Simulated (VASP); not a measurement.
# SnTe (P1) in VASP: single point with PBE+D3(BJ)

Aim: the single point of SnTe with PBE+D3(BJ).

Everything below comes from runs of VASP 6.6.1. Logs are shortened: lines on timing, memory, paths and dates and some standing lists are left out, and cuts for length are marked.

### Step 1. The cell of the first run

The typed cell holds 24 atoms: a = 9.371 Å, b = 9.371 Å, c = 9.371 Å, α = 80.41°, β = 70.53°, γ = 60.00°.

### Step 2. Single point, PBE+D3(BJ)

The input, INCAR:

```
PREC = Accurate ; ENCUT = 520
EDIFF = 1E-7 ; ISMEAR = -1
SIGMA = 0.05 ; LREAL = Auto
LASPH = T ; NELM = 60
ALGO = Normal ; ISIF = 2
LWAVE = F ; LCHARG = T
GGA = PE ; IVDW = 12
LELF = T ; LVHAR = T
NBANDS = 138
```

The input, KPOINTS:

```
Automatic mesh
0
Gamma
  2 2 2
  0.5 0.5 0.5
```

The input, POSCAR:

```
SnTe
1.0
   -3.8258851589      7.6517703178      3.8258851589
    3.8258851589      3.8258851589      7.6517703178
    3.8258851589      7.6517703178     -3.8258851589
Sn Te
12 12
Direct
    0.5864819051      0.3323135990      0.2388458388
    0.8428248277      0.3231450890      0.5131808506
    0.9444748339      0.6362232265      0.2425232885
    0.0762438376      0.3242302409      0.7648166054
    0.1255411441      0.6288657134      0.5273490751
    0.2644458841     -0.0229883185      0.2627868345
    0.3363659728      0.3474964036     -0.0090331384
    0.4252156078      0.6687012880      0.7576191207
    0.5077243137     -0.0277241289      0.4970047900
    0.7065616333      0.6073098303     -0.0072751792
    0.7292843270     -0.0032292309      0.7610405512
    0.0152197459     -0.0362585374      0.0259751655
    0.9655557507      0.2853375419      0.1496651693
    0.1950962899      0.3083168864      0.4008784729
    0.3069736025      0.6457875491      0.1261513950
    0.4825410783      0.3695327856      0.5856633581
    0.5783104192      0.6916331490      0.3313853389
    0.5927191981      0.0585946321      0.0995652598
    0.7353270027      0.2989448505      0.8571765392
    0.7753189898      0.6383332393      0.6428765234
    0.8237661663     -0.0248841761      0.3759845605
    0.0348020770      0.6662860735      0.8879152429
    0.1452554272     -0.0755515795      0.5916730785
    0.3533967811     -0.0040699078      0.8706909282
```

Potentials or basis: VASP PAW PBE potentials, release 64 (Sn_d, Te).

The run is started by

```console
$ cat potpaw_PBE.64/Sn_d/POTCAR potpaw_PBE.64/Te/POTCAR > POTCAR
$ mpirun -np 1 vasp_std > vasp.out
```

OUTCAR:

```text
PREC = Accurate
   ENCUT = 520
   EDIFF = 1E-7
   ISMEAR = -1
   LREAL = Auto
   LASPH = T
   NELM = 60
   ISIF = 2
   GGA = PE
   IVDW = 12
 IVDW          = 12

 ion  position               nearest neighbor table
   1  0.586  0.332  0.239-  18 3.03  16 3.09  15 3.12  13 3.18  21 3.29  19 3.38  10 3.52  17 3.57
                            14 3.58   7 3.75
   2  0.843  0.323  0.513-  16 3.03  19 3.05  14 3.05  20 3.07  13 3.23  23 3.52  17 3.64   4 3.72

   3  0.944  0.636  0.243-  17 3.03  21 3.12  22 3.14  15 3.25  14 3.28  13 3.43  20 3.55   7 3.58
                             5 3.58  12 3.61
   4  0.076  0.324  0.765-  19 3.14  24 3.15  14 3.22  20 3.26  10 3.37  22 3.38  13 3.41   5 3.44
                             2 3.72
   5  0.126  0.629  0.527-  23 3.04  20 3.05  14 3.09  16 3.17  22 3.23   4 3.44  21 3.54   3 3.58
                            15 3.59
   6  0.264  0.977  0.263-  23 2.96  17 3.01  13 3.19  14 3.24  15 3.34  18 3.35  24 3.48   9 3.64

   7  0.336  0.347  0.991-  18 2.89  15 3.11  22 3.20  19 3.33  24 3.57   3 3.58  16 3.59  13 3.59
                            14 3.64   8 3.69  11 3.74   1 3.75
   8  0.425  0.669  0.758-  20 2.97  24 3.09  16 3.19  23 3.20  15 3.26  22 3.46  19 3.46   9 3.64
                             7 3.69  12 3.74  10 3.75
   9  0.508  0.972  0.497-  21 2.81  17 2.95  14 3.30  20 3.31  24 3.31  23 3.45  18 3.58   6 3.64
                             8 3.64
  10  0.707  0.607  0.993-  17 3.08  20 3.12  22 3.20  19 3.20  13 3.28   4 3.37  15 3.38   1 3.52
                             8 3.75
  11  0.729  0.997  0.761-  18 3.03  19 3.14  24 3.33  22 3.37  23 3.43  21 3.43  20 3.49  16 3.58
                             7 3.74
  12  0.015  0.964  0.026-  15 3.14  24 3.16  21 3.16  22 3.16  13 3.17  18 3.44  19 3.48   3 3.61
                             8 3.74
  13  0.966  0.285  0.150-  12 3.17   1 3.18   6 3.19   2 3.23  10 3.28   4 3.41   3 3.43   7 3.59

  14  0.195  0.308  0.401-   2 3.05   5 3.09   4 3.22   6 3.24   3 3.28   9 3.30   1 3.58   7 3.64

  15  0.307  0.646  0.126-   7 3.11   1 3.12  12 3.14   3 3.25   8 3.26   6 3.34  10 3.38   5 3.59

  16  0.483  0.370  0.586-   2 3.03   1 3.09   5 3.17   8 3.19  11 3.58   7 3.59
  17  0.578  0.692  0.331-   9 2.95   6 3.01   3 3.03  10 3.08   1 3.57   2 3.64  23 3.67
  18  0.593  0.059  0.100-   7 2.89   1 3.03  11 3.03   6 3.35  19 3.36  12 3.44   9 3.58  21 3.66

  19  0.735  0.299  0.857-   2 3.05   4 3.14  11 3.14  10 3.20   7 3.33  18 3.36   1 3.38   8 3.46
                            12 3.48  20 3.58
  20  0.775  0.638  0.643-   8 2.97   5 3.05   2 3.07  10 3.12   4 3.26   9 3.31  11 3.49   3 3.55
                            19 3.58
  21  0.824  0.975  0.376-   9 2.81   3 3.12  12 3.16   1 3.29  11 3.43   5 3.54  18 3.66
  22  0.035  0.666  0.888-   3 3.14  12 3.16  10 3.20   7 3.20   5 3.23  11 3.37   4 3.38   8 3.46
                            23 3.60
  23  0.145  0.924  0.592-   6 2.96   5 3.04   8 3.20  11 3.43   9 3.45   2 3.52  22 3.60  17 3.67

  24  0.353  0.996  0.871-   8 3.09   4 3.15  12 3.16   9 3.31  11 3.33   6 3.48   7 3.57

  LATTYP: Found a base centered monoclinic cell.
 ALAT       =     9.3714664538
[... 178 lines left out ...]
   ISMEAR =    -1;   SIGMA  =   0.05  broadening in eV -4-tet -1-fermi 0-gaus
   EFERMI_NEDOS =   21; number of points for ismear=-14 and -15
   IALGO  =     38    algorithm
   IMIX   =      4    mixing-type and parameters
     AMIX     =   0.40;   BMIX     =  1.00
     AMIX_MAG =   1.60;   BMIX_MAG =  1.00
  volume/ion in A,a.u.               =      28.00       188.96
  Fermi-wavevector in a.u.,A,eV,Ry     =   1.161501  2.194919 18.355408  1.349084
  Thomas-Fermi vector in A             =   2.298072
   LORBIT       =      0    0 simple, 1 ext, 2 COOP (PROOUT), +10 PAW based schemes
   GGA     = PE    functional components
   LHFCALC =     F    Hartree Fock is set to
   AEXX    =    0.0000 exact exchange contribution
   IVDW    =    12    specifies the selected vdW correction
   LEPSILON=     F    determine dielectric tensor
   LRPA    =     F    only Hartree local field effects (RPA)
 non-spin polarized calculation
  energy-cutoff  :      520.00
  volume of cell :      672.01
 maximum number of plane-waves:     18111
 NGX is ok and might be reduce to    70
   NGX = 35   NGY = 35   NGZ = 35

 number of electron     239.9999998 magnetization

 Free energy of the ion-electron system (eV)
  ---------------------------------------------------
  ext. energy  EPLUGINS =         0.00000000
  ---------------------------------------------------
  free energy    TOTEN  =       -84.33961534 eV

  energy without entropy =      -84.23839871  energy(sigma->0) =      -84.28900702

 E-fermi :   7.9265     XC(G=0): -10.1078

 val. band max:        7.9181754759   @ k =   0.2500  -0.2500   0.2500
 cond. band min:       7.9519375425   @ k =   0.2500   0.2500   0.2500
 fundamental gap:      0.0337620666
 Fermi energy:         7.9265061300

 k-point     1 :       0.2500    0.2500    0.2500
  band No.  band energies     occupation
      1     -13.8016      2.00000
      2     -13.8003      2.00000
      3     -13.7941      2.00000
      4     -13.7863      2.00000
      5     -13.7821      2.00000
      6     -13.7787      2.00000
[... 1069 lines left out ...]
    131       9.8172      0.00000
    132      10.0737      0.00000
 [bands above 132 left out]

------------------------ aborting loop because EDIFF is reached ----------------------------------------

 Edisp (eV)  -10.67113

 E8    (eV) :    -4.9908

  FORCE on cell =-STRESS in cart. coord.  units (eV):
  Direction    XX          YY          ZZ          XY          YZ          ZX
  --------------------------------------------------------------------------------------
  -------------------------------------------------------------------------------------
  Total       7.72016    12.95601     9.83613    -0.28261     0.20749    -2.35887
  in kB      18.40603    30.88906    23.45080    -0.67379     0.49469    -5.62390
  external pressure =       24.25 kB  Pullay stress =        0.00 kB

 VOLUME and BASIS-vectors are now :
 -----------------------------------------------------------------------------
  energy-cutoff  :      520.00
  volume of cell :      672.01
      direct lattice vectors                 reciprocal lattice vectors
    -3.825885159  7.651770318  3.825885159    -0.108907259  0.065344356  0.021781452
     3.825885159  3.825885159  7.651770318     0.087125807  0.000000000  0.087125807
     3.825885159  7.651770318 -3.825885159     0.065344356  0.065344356 -0.065344356

 POSITION                                       TOTAL-FORCE (eV/Angst)
 -----------------------------------------------------------------------------------
     -0.05862      7.58661      3.87280         0.010044      0.389260     -0.151501
     -0.02486     11.61216      3.73381        -0.199139     -0.117787     -0.070918
     -0.25147     11.51675      7.55382        -0.085977      0.157080     -0.194300
      3.87487      7.67607     -0.15346        -0.282616      0.252139     -0.119413
      3.94324      7.40173      3.27466        -0.243826      0.342831      0.488588
      3.73159      7.77220      7.48222        -0.158832     -0.222498      0.311043
[... 16 lines left out ...]
      5.24478      9.17564      5.36572         0.340008      0.002402     -0.046262
      5.78942     13.17675      5.64152         0.010989      0.032951      0.380050
 -----------------------------------------------------------------------------------
    total drift:                               -0.001015      0.001489     -0.025823

  FREE ENERGIE OF THE ION-ELECTRON SYSTEM (eV)
  ---------------------------------------------------
  free  energy   TOTEN  =       -95.0107472395 eV

  energy  without entropy=      -94.9095306150  energy(sigma->0) =      -94.96013893
```

OSZICAR:

```text
N       E                     dE             d eps       ncg     rms          rms(c)
DAV:   1     0.311633652543E+04    0.31163E+04   -0.99238E+04  2224   0.218E+03
DAV:   2     0.559491782552E+03   -0.25568E+04   -0.25140E+04  2208   0.653E+02
DAV:   3    -0.177955570197E+02   -0.57729E+03   -0.55367E+03  2456   0.237E+02
DAV:   4    -0.812567877000E+02   -0.63461E+02   -0.59642E+02  2552   0.716E+01
DAV:   5    -0.847981526900E+02   -0.35414E+01   -0.34536E+01  2704   0.158E+01    0.184E+01
DAV:   6    -0.843539235746E+02    0.44423E+00   -0.27069E+00  2944   0.586E+00    0.132E+01
DAV:   7    -0.843739750157E+02   -0.20051E-01   -0.11503E+00  2672   0.407E+00    0.133E+00
DAV:   8    -0.843375743935E+02    0.36401E-01   -0.21650E-01  2672   0.271E+00    0.106E+00
DAV:   9    -0.843393334204E+02   -0.17590E-02   -0.35222E-02  2440   0.792E-01    0.312E-01
DAV:  10    -0.843396085613E+02   -0.27514E-03   -0.27296E-03  3056   0.343E-01    0.129E-01
DAV:  11    -0.843396271491E+02   -0.18588E-04   -0.47295E-04  2992   0.116E-01    0.700E-02
DAV:  12    -0.843396221038E+02    0.50452E-05   -0.78876E-05  2712   0.452E-02    0.270E-02
DAV:  13    -0.843396170942E+02    0.50096E-05   -0.10194E-05  2664   0.219E-02    0.170E-02
DAV:  14    -0.843396159737E+02    0.11205E-05   -0.21679E-06  2992   0.808E-03    0.874E-03
DAV:  15    -0.843396154350E+02    0.53866E-06   -0.52423E-07  2168   0.319E-03    0.229E-03
DAV:  16    -0.843396153353E+02    0.99735E-07   -0.99417E-08  1344   0.229E-03
   1 F= -.95010747E+02 E0= -.94960139E+02  d E =-.101217E+00
```

Wall time 43 min (1 thread of Oxide Virtual Turin-like, shared host); peak memory 0.91 GiB.

What came out:

| Item | Value |
| --- | --- |
| Free energy | -95.0107 eV |
| Pressure | 2.4 GPa |
| Largest force | 1.005 eV/Å |
| Band gap on the k mesh | zero (bands 120 and 121 overlap by 0.15 eV) |
| Dispersion energy per atom | -0.445 eV |

Forces on the atoms (eV/Å):
```
Sn   0.010  0.389 -0.152
Sn  -0.199 -0.118 -0.071
Sn  -0.086  0.157 -0.194
Sn  -0.283  0.252 -0.119
Sn  -0.244  0.343  0.489
Sn  -0.159 -0.222  0.311
Sn   0.155 -0.560  0.037
Sn   0.198 -0.407 -0.316
Sn   0.892 -0.178 -0.356
Sn   0.176  0.204  0.155
Sn  -0.224 -0.031  0.003
Sn   0.205 -0.141  0.314
Te   0.229 -0.112  0.299
Te  -0.617  0.353 -0.168
Te   0.177  0.300 -0.160
Te   0.393 -0.185 -0.289
Te  -0.354  0.003 -0.153
Te  -0.012 -0.032 -0.791
Te  -0.618  0.263 -0.103
Te   0.132 -0.291  0.453
Te  -0.622  0.544  0.572
Te   0.497 -0.565 -0.094
Te   0.340  0.002 -0.046
Te   0.011  0.033  0.380
```

Stress tensor (GPa, compression positive):
```
 1.84 -0.07 -0.56
-0.07  3.09  0.05
-0.56  0.05  2.35
```

Caveat: the k points lie up to 0.40 Å⁻¹ apart; the atoms stand as in a frame of molecular dynamics; semilocal functionals underestimate gaps, and a narrow one can read as zero; spin-orbit coupling is left out, which moves the levels of the heavy elements; forces of over 1 eV/Å act on the atoms, so gaps and moduli don't describe the material at rest.

The gap in the log of VASP goes by the Fermi energy; the results here count the filled bands.